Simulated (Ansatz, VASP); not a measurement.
# SiO2 in VASP and in Ansatz

Contents of INCAR:

```
SYSTEM = SiO2
ALGO = Normal ; EDIFF = 1E-6
ENCUT = 520 ; ISIF = 2
ISMEAR = 0 ; LASPH = .True.
LCHARG = .True. ; LELF = .True.
LREAL = .False. ; LVHAR = .True.
LWAVE = .False. ; NBANDS = 25
NELM = 80 ; PREC = Accurate
SIGMA = 0.05
```

Contents of KPOINTS:

```
k-points
0
Gamma
  6 6 10
  0 0 0
```

File POSCAR:

```
SiO2
1.0
    4.0556336120      0.0000000000      0.0000000000
    0.0000000000      4.0556336120      0.0000000000
    0.0000000000      0.0000000000      2.7935204320
Si O
2 4
Direct
    0.5000000000      0.5000000000      0.5000000000
    0.0000000000      0.0000000000      0.0000000000
    0.6944252994      0.6944252994      0.0000000000
    0.1944252994      0.8055747006      0.5000000000
    0.3055747006      0.3055747006      0.0000000000
    0.8055747006      0.1944252994      0.5000000000
```

Input for Ansatz:

```yaml
crystal:
  lattice:
    - [4.055633612, 0.0, 0.0]
    - [0.0, 4.055633612, 0.0]
    - [0.0, 0.0, 2.793520432]
  atoms:
    - { symbol: Si, position: [0.5, 0.5, 0.5] }
    - { symbol: Si, position: [0.0, 0.0, 0.0] }
    - { symbol: O, position: [0.6944252994, 0.6944252994, 0.0] }
    - { symbol: O, position: [0.1944252994, 0.8055747006, 0.5] }
    - { symbol: O, position: [0.3055747006, 0.3055747006, 0.0] }
    - { symbol: O, position: [0.8055747006, 0.1944252994, 0.5] }
basis:
  ecutwfc: 520.0
kpoints:
  mp_grid: { grid: [6, 6, 10] }
hamiltonian:
  xc: lda
  pseudopotentials: { kind: paw, azcp: { folder: soft_1 } }
scf:
  occupations: { method: gaussian, width: 0.05 }
output:
  forces: true
  stress: true
  eigenvalues: true
```

Alike in both runs: task single point; functional LDA; k mesh 6 × 6 × 10; occupations gaussian, width 0.05 eV; no spin polarisation.

|  | VASP | Ansatz |
| --- | --- | --- |
| version | VASP 6.6.1 | Ansatz 0.2.0 |
| potentials or method | VASP PAW LDA potentials, release 64 (Si, O), cutoff 520 eV | scalar-relativistic, plane waves, PAW |
| valence electrons in the cell | 32 | 32 |

```csv
,VASP,Ansatz,Ansatz less VASP
gap on the k mesh at the Fermi level (eV),5.47,5.51,+0.038
least direct gap on the mesh (eV),5.47,5.51,+0.038
pressure (GPa),-1.0,-2.1,-1.04
"traceless stress, the component that is largest in VASP (GPa)",-21.07,-21.37,-0.302
rms of the force components (eV/Å),0.174,0.173,-0.0010
```

Ansatz warns that its potentials were made for another functional, while VASP's fit it. LDA's correlation is that of Perdew and Zunger in VASP and of Perdew and Wang (1992) in Ansatz. Atom by atom the forces differ by 0.001 eV/Å (rms over components).
